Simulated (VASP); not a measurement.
# Nb: single point with revPBE

The system is Nb.

```xyz
2
Lattice="2.9571 0.0000 0.0000 -1.4786 2.5609 0.0000 0.0000 0.0000 5.4003" Properties=species:S:1:pos:R:3 pbc="T T T"
Nb    0.0000    1.7073    1.3501
Nb    1.4786    0.8536    4.0502
```

This cell differs from its parent crystal: volume scaled by 1.08.

```yaml
Program: VASP 6.6.1
Task: single point
Functional: revPBE
Potentials_or_basis: VASP PAW PBE potentials, release 64 (Nb_sv)
Cutoff: 520 eV
k_mesh: 14 × 14 × 7
Occupations: fermi-dirac, width 0.1 eV
Spin: no spin polarisation
Dipole_correction: no
Further_INCAR_settings: ALGO = Normal; EDIFF = 1e-07; NBANDS = 20
```

```json
{
  "Pressure": "-10.7 GPa",
  "Band gap on the k mesh": "zero (band 13 reaches 11.22 eV, above the bottom of band 14 at 9.40 eV)"
}
```

Stress tensor (GPa, compression positive):
```
-11.05   0.00   0.00
  0.00 -11.05   0.00
  0.00   0.00  -9.94
```

Levels at points of the mesh, in eV from the Fermi level:
```tsv
k point	band 9	band 10	band 11	band 12	band 13	band 14	band 15	band 16	band 17	band 18
(0.00, 0.00, 0.00)	-5.98	-3.63	-0.81	0.21	0.35	0.35	0.73	0.73	2.33	2.33
(0.50, 0.00, 0.00)	-3.20	-3.01	-2.82	-0.43	0.11	0.33	0.73	3.94	4.84	5.02
```

Run time: 31 s on 1 thread of Intel(R) Xeon(R) 6975P-C (Granite Rapids), on a shared host, peak memory 0.2 GiB.

Caveat: the PAW data sets were made with another functional, which shifts forces and pressure a little.
